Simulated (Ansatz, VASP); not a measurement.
Os in VASP and in Ansatz

INCAR

```
PREC = Accurate
ENCUT = 600
EDIFF = 1E-6
ISMEAR = 0
SIGMA = 0.1
LREAL = F
LASPH = T
NELM = 120
ALGO = Normal
ISIF = 2
LWAVE = F
LCHARG = F
GGA = PS
NBANDS = 10
GGA_COMPAT = F
```

KPOINTS

```
Automatic mesh
0
Gamma
  8 8 8
```

Contents of POSCAR:

```
Os
1.0
    0.0000000000      1.9513486409      1.9513486409
    1.9513486409      0.0000000000      1.9513486409
    1.9513486409      1.9513486409      0.0000000000
Os
1
Direct
    0.0000000000      0.0000000000      0.0000000000
```

Input for Ansatz:

```yaml
crystal:
  lattice:
    - [0.0, 1.9513486409, 1.9513486409]
    - [1.9513486409, 0.0, 1.9513486409]
    - [1.9513486409, 1.9513486409, 0.0]
  atoms:
    - { symbol: Os, position: [0.0, 0.0, 0.0] }
basis:
  ecutwfc: 420
kpoints:
  mp_grid: { grid: [8, 8, 8] }
hamiltonian:
  xc: pbesol
scf:
  occupations: { method: gaussian, width: 0.1 }
output:
  forces: true
  stress: true
  eigenvalues: true
```

Alike in both runs: task single point; functional PBEsol; k mesh 8 × 8 × 8; occupations gaussian, width 0.1 eV; no spin polarisation.

```csv
,VASP,Ansatz
version,VASP 6.6.1,Ansatz 0.2.0
potentials or method,"VASP PAW PBE potentials, release 64 (Os), cutoff 600 eV","scalar-relativistic, plane waves, PAW"
valence electrons in the cell,8,16
```

```tsv
	VASP	Ansatz	Ansatz less VASP
gap on the k mesh at the Fermi level (eV)	none	none	-
pressure (GPa)	-23.4	-23.4	-0.01
```

VASP's potentials were made for PBE, not for PBEsol. A gap of «none» marks a metal or a gap that the smearing closes. The functional is the same, so the differences come from potentials, cutoffs and numerics. VASP's potentials hold 8 valence electrons a cell and Ansatz's 16, so a difference there can come from the potentials and not from the codes.

Neither program's run includes spin-orbit coupling.
